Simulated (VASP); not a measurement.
# CdO (Fm-3m) in VASP: notebook

Aim: see how the results for CdO move with the level of theory and the settings. Levels: RPBE+D4, PBE. Tasks: single point.

Everything below comes from runs of VASP 6.6.1. Logs are shortened: lines on timing, memory, paths and dates and some standing lists are left out, and cuts for length are marked.

## Step 1: The cell of the first run

The structure is cubic, space group Fm-3m (No. 225). The conventional cell has a = 4.722 Å, b = 4.722 Å, c = 4.722 Å, α = 90.00°, β = 90.00°, γ = 90.00°. Within 3.1 Å of Cd (site symmetry m-3m) lie 6 O at 2.36 Å. O (site symmetry m-3m) has 6 Cd at 2.36 Å within 3.1 Å.

## Step 2: Single point, RPBE+D4

INCAR

```
SYSTEM = CdO
PREC = Accurate ; ENCUT = 600
EDIFF = 1E-6 ; ISMEAR = 0
SIGMA = 0.1 ; LREAL = .FALSE.
LASPH = .TRUE. ; NELM = 120
ALGO = Normal ; ISIF = 2
LWAVE = .FALSE. ; LCHARG = .FALSE.
GGA = RP ; IVDW = 13
NBANDS = 16 ; GGA_COMPAT = .FALSE.
```

KPOINTS

```
regular mesh
0
G
  3 3 3
  0 0 0
```

POSCAR

```
CdO
1.0
    0.0000000000      2.3609927699      2.3609927699
    2.3609927699      0.0000000000      2.3609927699
    2.3609927699      2.3609927699      0.0000000000
Cd O
1 1
Direct
    0.0000000000      0.0000000000      0.0000000000
    0.5000000000      0.5000000000      0.5000000000
```

Potentials or basis: VASP PAW PBE potentials, release 64 (Cd, O).

Run with:

```sh
> cat potpaw_PBE.64/Cd/POTCAR potpaw_PBE.64/O/POTCAR > POTCAR
> mpirun -np 1 vasp_std > vasp.out
```

OUTCAR:

```text
SYSTEM = CdO
   PREC = Accurate
   ENCUT = 600
   EDIFF = 1E-6
   ISMEAR = 0
   LREAL = .FALSE.
   LASPH = .TRUE.
   NELM = 120
   ISIF = 2
   GGA = RP
   IVDW = 13

 ion  position               nearest neighbor table
   1  0.000  0.000  0.000-   2 2.36   2 2.36   2 2.36   2 2.36   2 2.36   2 2.36
   2  0.500  0.500  0.500-   1 2.36   1 2.36   1 2.36   1 2.36   1 2.36   1 2.36

  LATTYP: Found a face centered cubic cell.
 ALAT       =     4.7219855398

  Lattice vectors:

 A1 = (   0.0000000000,   2.3609927699,   2.3609927699)
 A2 = (   2.3609927699,   0.0000000000,   2.3609927699)
 A3 = (   2.3609927699,   2.3609927699,   0.0000000000)

Analysis of symmetry for initial positions (statically):
=====================================================================
 Subroutine PRICEL returns:
 Original cell was already a primitive cell.

 Routine SETGRP: Setting up the symmetry group for a
 face centered cubic supercell.

 Subroutine GETGRP returns: Found 48 space group operations
 (whereof 48 operations were pure point group operations)
 out of a pool of 48 trial point group operations.

The static configuration has the point symmetry O_h .

Analysis of symmetry for dynamics (positions and initial velocities):
=====================================================================
 Subroutine PRICEL returns:
 Original cell was already a primitive cell.

 Routine SETGRP: Setting up the symmetry group for a
 face centered cubic supercell.

 Subroutine GETGRP returns: Found 48 space group operations
 (whereof 48 operations were pure point group operations)
 out of a pool of 48 trial point group operations.

The dynamic configuration has the point symmetry O_h .

 Subroutine INISYM returns: Found 48 space group operations
 (whereof 48 operations are pure point group operations),
 and found     1 'primitive' translations

----------------------------------------------------------------------------------------

                                     Primitive cell

  volume of cell :      26.3217

  direct lattice vectors                    reciprocal lattice vectors
     0.000000000  2.360992770  2.360992770    -0.211775320  0.211775320  0.211775320
     2.360992770  0.000000000  2.360992770     0.211775320 -0.211775320  0.211775320
     2.360992770  2.360992770  0.000000000     0.211775320  0.211775320 -0.211775320

  length of vectors
     3.338947996  3.338947996  3.338947996     0.366805614  0.366805614  0.366805614

  position of ions in fractional coordinates (direct lattice)
     0.000000000  0.000000000  0.000000000
     0.500000000  0.500000000  0.500000000

  ion indices of the primitive-cell ions
   primitive index   ion index
                 1           1
                 2           2

----------------------------------------------------------------------------------------

 KPOINTS: regular mesh

Automatic generation of k-mesh.
 Grid dimensions read from file:
 generate k-points for:    3    3    3

 Generating k-lattice:

  Cartesian coordinates                     Fractional coordinates (reciprocal lattice)
    -0.070591773  0.070591773  0.070591773     0.333333333  0.000000000  0.000000000
     0.070591773 -0.070591773  0.070591773     0.000000000  0.333333333  0.000000000
     0.070591773  0.070591773 -0.070591773     0.000000000  0.000000000  0.333333333

  Length of vectors
     0.122268538  0.122268538  0.122268538

  Shift w.r.t. Gamma in fractional coordinates (k-lattice)
     0.000000000  0.000000000  0.000000000

 Subroutine IBZKPT returns following result:
 ===========================================

 Found      4 irreducible k-points:

 Following reciprocal coordinates:
            Coordinates               Weight
  0.000000  0.000000  0.000000      1.000000
  0.333333  0.000000  0.000000      8.000000
  0.333333  0.333333  0.000000      6.000000
 -0.333333  0.333333  0.000000     12.000000
   k-points           NKPTS =      4   k-points in BZ     NKDIM =      4   number of bands    NBANDS=     16
   number of dos      NEDOS =    301   number of ions     NIONS =      2
   total plane-waves  NPLWV =  21952
   dimension x,y,z NGX =    28 NGY =   28 NGZ =   28
   dimension x,y,z NGXF=    56 NGYF=   56 NGZF=   56
   ions per type =               1   1
   NGX,Y,Z   is equivalent  to a cutoff of  13.94, 13.94, 13.94 a.u.
   NGXF,Y,Z  is equivalent  to a cutoff of  27.88, 27.88, 27.88 a.u.
 SYSTEM =  CdO
   PREC   = accura    normal or accurate (medium, high low for compatibility)
   ISTART =      0    job   : 0-new  1-cont  2-samecut
   ICHARG =      2    charge: 1-file 2-atom 10-const
   ISPIN  =      1    spin polarized calculation?
   LNONCOLLINEAR =      F non collinear calculations
   LSORBIT =      F    spin-orbit coupling
   LASPH  =      T    aspherical Exc in radial PAW
   ENCUT  =  600.0 eV  44.10 Ry    6.64 a.u.   6.67  6.67  6.67*2*pi/ulx,y,z
   NELM   =    120;   NELMIN=  2; NELMDL= -5     # of ELM steps
   EDIFF  = 0.1E-05   stopping-criterion for ELM
   LREAL  =      F    real-space projection
   EDIFFG = 0.1E-04   stopping-criterion for IOM
   NSW    =      0    number of steps for IOM
   IBRION =     -1    ionic relax: 0-MD 1-quasi-New 2-CG
   NFREE  =      0    steps in history (QN), initial steepest desc. (CG)
   ISIF   =      2    stress and relaxation
   ISYM   =      2    0-nonsym 1-usesym 2-fastsym
   POTIM  = 0.5000    time-step for ionic-motion
   TEBEG  =    0.0;   TEEND  =   0.0 temperature during run
   PSTRESS=    0.0 pullay stress
   NELECT =      18.0000    total number of electrons
   NUPDOWN=      -1.0000    fix difference up-down
   EMIN   =  10.00;   EMAX   =-10.00  energy-range for DOS
   EFERMI =   0.00;   METHOD = LEGACY
   ISMEAR =     0;   SIGMA  =   0.10  broadening in eV -4-tet -1-fermi 0-gaus
   EFERMI_NEDOS =   21; number of points for ismear=-14 and -15
   IALGO  =     38    algorithm
   IMIX   =      4    mixing-type and parameters
     AMIX     =   0.40;   BMIX     =  1.00
     AMIX_MAG =   1.60;   BMIX_MAG =  1.00
  volume/ion in A,a.u.               =      13.16        88.81
  Fermi-wavevector in a.u.,A,eV,Ry     =   1.442318  2.725586 28.303942  2.080281
  Thomas-Fermi vector in A             =   2.560852
   LORBIT       =      0    0 simple, 1 ext, 2 COOP (PROOUT), +10 PAW based schemes
   GGA     = RP    functional components
   LHFCALC =     F    Hartree Fock is set to
   AEXX    =    0.0000 exact exchange contribution
   IVDW    =    13    specifies the selected vdW correction
   LEPSILON=     F    determine dielectric tensor
   LRPA    =     F    only Hartree local field effects (RPA)
 non-spin polarized calculation
 Gauss-broadening in eV      SIGMA  =   0.10
  energy-cutoff  :      600.00
  volume of cell :       26.32
 maximum number of plane-waves:       893
 NGX is ok and might be reduce to    28
   NGX = 13   NGY = 13   NGZ = 13

 number of electron      17.9999999 magnetization

 Free energy of the ion-electron system (eV)
  ---------------------------------------------------
  ext. energy  EPLUGINS =         0.00000000
  ---------------------------------------------------
  free energy    TOTEN  =        -6.77188461 eV

  energy without entropy =       -6.76155723  energy(sigma->0) =       -6.76672092

 E-fermi :   1.8747     XC(G=0): -11.4161

 val. band max:        1.7660874860   @ k =   0.3333   0.0000   0.0000
 cond. band min:       5.6570387768   @ k =   0.3333   0.0000   0.0000
 fundamental gap:      3.8909512908
 Fermi energy:         1.8746566599

 k-point     1 :       0.0000    0.0000    0.0000
  band No.  band energies     occupation
      1     -15.2595      2.00000
      2      -4.6728      2.00000
      3      -4.6728      2.00000
      4      -4.6728      2.00000
      5      -4.3761      2.00000
      6      -4.3761      2.00000
      7       0.8152      2.00000
      8       0.8152      2.00000
      9       0.8152      2.00000
     10       1.6763      1.99496
     11      17.1180      0.00000
     12      19.0537      0.00000
     13      19.0537      0.00000
     14      19.0537      0.00000
     15      20.1692      0.00000
     16      20.1692      0.00000

 k-point     2 :       0.3333    0.0000    0.0000
  band No.  band energies     occupation
      1     -14.7115      2.00000
      2      -5.2178      2.00000
      3      -5.0482      2.00000
      4      -5.0482      2.00000
      5      -4.2664      2.00000
      6      -4.2664      2.00000
      7      -1.5937      2.00000
      8       1.7661      1.87532
      9       1.7661      1.87531
     10       5.6570      0.00000
     11      10.7913      0.00000
     12      14.9560      0.00000
     13      14.9560      0.00000
     14      19.0858      0.00000
     15      22.4245      0.00000
     16      22.4245      0.00000

 k-point     3 :       0.3333    0.3333    0.0000
  band No.  band energies     occupation
      1     -14.7342      2.00000
      2      -4.9994      2.00000
      3      -4.7373      2.00000
      4      -4.2540      2.00000
      5      -4.2540      2.00000
      6      -4.1866      2.00000
      7      -1.1350      2.00000
      8       0.2365      2.00000
      9       0.2365      2.00000
     10       6.3256      0.00000
     11      11.1595      0.00000
     12      13.7254      0.00000
     13      15.4921      0.00000
     14      15.4921      0.00000
     15      25.7390      0.00000
     16      26.6879      0.00000

 k-point     4 :      -0.3333    0.3333    0.0000
  band No.  band energies     occupation
      1     -14.5415      2.00000
      2      -5.1261      2.00000
      3      -4.8447      2.00000
      4      -4.6512      2.00000
      5      -4.1648      2.00000
      6      -4.0467      2.00000
      7      -0.9534      2.00000
      8      -0.7857      2.00000
      9       1.3473      2.00000
     10       8.3417      0.00000
     11       9.6314      0.00000
     12      10.8998      0.00000
     13      14.8354      0.00000
     14      18.9313      0.00000
     15      22.8195      0.00000
     16      25.3981      0.00000

------------------------ aborting loop because EDIFF is reached ----------------------------------------

  DFT-D4 for vdW energy calculation

  Edisp (eV):   -1.32878

  FORCE on cell =-STRESS in cart. coord.  units (eV):
  Direction    XX          YY          ZZ          XY          YZ          ZX
  --------------------------------------------------------------------------------------
  -------------------------------------------------------------------------------------
  Total       0.64237     0.64237     0.64237    -0.00000    -0.00000    -0.00000
  in kB      39.10057    39.10057    39.10057    -0.00000    -0.00000    -0.00000
  external pressure =       39.10 kB  Pullay stress =        0.00 kB

 VOLUME and BASIS-vectors are now :
 -----------------------------------------------------------------------------
  energy-cutoff  :      600.00
  volume of cell :       26.32
      direct lattice vectors                 reciprocal lattice vectors
     0.000000000  2.360992770  2.360992770    -0.211775320  0.211775320  0.211775320
     2.360992770  0.000000000  2.360992770     0.211775320 -0.211775320  0.211775320
     2.360992770  2.360992770  0.000000000     0.211775320  0.211775320 -0.211775320

 POSITION                                       TOTAL-FORCE (eV/Angst)
 -----------------------------------------------------------------------------------
      0.00000      0.00000      0.00000         0.000000      0.000000     -0.000000
      2.36099      2.36099      2.36099        -0.000000     -0.000000      0.000000
 -----------------------------------------------------------------------------------
    total drift:                                0.000000      0.000000      0.000000

  FREE ENERGIE OF THE ION-ELECTRON SYSTEM (eV)
  ---------------------------------------------------
  free  energy   TOTEN  =        -8.1006689097 eV

  energy  without entropy=       -8.0903415310  energy(sigma->0) =       -8.09550522
```

It took 3.4 s on 1 thread of Intel Xeon 6975P-C (Granite Rapids), shared host; peak memory 0.15 GiB.

What came out:

* Free energy: -8.1007 eV
* Pressure: 3.9 GPa
* Band gap on the k mesh: zero (band 9 reaches 1.77 eV, above the bottom of band 10 at 1.68 eV)
* Dispersion energy per atom: -0.664 eV

Levels at points of the mesh, in eV from the Fermi level:
```tsv
k point	band 5	band 6	band 7	band 8	band 9	band 10	band 11	band 12	band 13	band 14
(0.00, 0.00, 0.00)	-6.25	-6.25	-1.06	-1.06	-1.06	-0.20	15.24	17.18	17.18	17.18
```

Caveat: the k points lie up to 0.77 Å⁻¹ apart; the PAW data sets were made with another functional, which shifts forces and pressure a little; pairwise dispersion overbinds metals, which lowers pressure and volume.

## Step 3: Single point, PBE

INCAR

```
PREC = Accurate ; ENCUT = 600
EDIFF = 1E-6 ; ISMEAR = 0
SIGMA = 0.1 ; LREAL = F
LASPH = T ; NELM = 120
ALGO = Normal ; ISIF = 2
LWAVE = F ; LCHARG = T
GGA = PE ; LELF = T
LVHAR = T ; NBANDS = 16
GGA_COMPAT = F
```

KPOINTS

```
Automatic mesh
0
Gamma
  2 2 2
```

POSCAR

```
CdO
1.0
    0.0000000000      2.3609927699      2.3609927699
    2.3609927699      0.0000000000      2.3609927699
    2.3609927699      2.3609927699      0.0000000000
Cd O
1 1
Direct
    0.2710000000      0.3560000000      0.3860000000
    0.7710000000      0.8560000000      0.8860000000
```

Potentials or basis: VASP PAW PBE potentials, release 64 (Cd, O).

Run with:

```sh
> cat potpaw_PBE.64/Cd/POTCAR potpaw_PBE.64/O/POTCAR > POTCAR
> mpirun -np 1 vasp_std > vasp.out
```

OUTCAR:

```text
PREC = Accurate
   ENCUT = 600
   EDIFF = 1E-6
   ISMEAR = 0
   LREAL = F
   LASPH = T
   NELM = 120
   ISIF = 2
   GGA = PE

 ion  position               nearest neighbor table
   1  0.271  0.356  0.386-   2 2.36   2 2.36   2 2.36   2 2.36   2 2.36   2 2.36
   2  0.771  0.856  0.886-   1 2.36   1 2.36   1 2.36   1 2.36   1 2.36   1 2.36

  LATTYP: Found a face centered cubic cell.
 ALAT       =     4.7219855398

  Lattice vectors:
[... 221 lines left out ...]
     15      24.8226      0.00000
     16      27.6852      0.00000

------------------------ aborting loop because EDIFF is reached ----------------------------------------

  FORCE on cell =-STRESS in cart. coord.  units (eV):
  Direction    XX          YY          ZZ          XY          YZ          ZX
  --------------------------------------------------------------------------------------
  -------------------------------------------------------------------------------------
  Total        2.0870630      2.0870630      2.0870630      0.0000000      0.0000000      0.0000000
  in kB      127.0375702    127.0375702    127.0375702      0.0000000      0.0000000      0.0000000
  external PRESSURE =     127.0375702 kB  Pullay stress =       0.0000000 kB

 VOLUME and BASIS-vectors are now :
 -----------------------------------------------------------------------------
  energy-cutoff  :      600.00
  volume of cell :       26.32
      direct lattice vectors                 reciprocal lattice vectors
     0.000000000  2.360992770  2.360992770    -0.211775320  0.211775320  0.211775320
     2.360992770  0.000000000  2.360992770     0.211775320 -0.211775320  0.211775320
     2.360992770  2.360992770  0.000000000     0.211775320  0.211775320 -0.211775320

 POSITION                                       TOTAL-FORCE (eV/Angst)
 -----------------------------------------------------------------------------------
      1.75186      1.55117      1.48034         0.000000      0.000000     -0.000000
      4.11285      3.91217      3.84134         0.000000      0.000000      0.000000
 -----------------------------------------------------------------------------------
    total drift:                               -0.000020     -0.000005      0.000003

  FREE ENERGIE OF THE ION-ELECTRON SYSTEM (eV)
  ---------------------------------------------------
  free  energy   TOTEN  =        -6.7068491100 eV

  energy  without entropy=       -6.6777370245  energy(sigma->0) =       -6.69229307
```

Wall time 3.2 s (1 thread of Intel Xeon 6975P-C (Granite Rapids), shared host); peak memory 0.14 GiB.

Results:

| Item | Value |
| --- | --- |
| Free energy | -6.7068 eV |
| Pressure | 12.7 GPa |
| Band gap on the k mesh | zero (band 9 reaches 2.15 eV, above the bottom of band 10 at 1.50 eV) |

Caveat: the k points lie up to 1.15 Å⁻¹ apart.
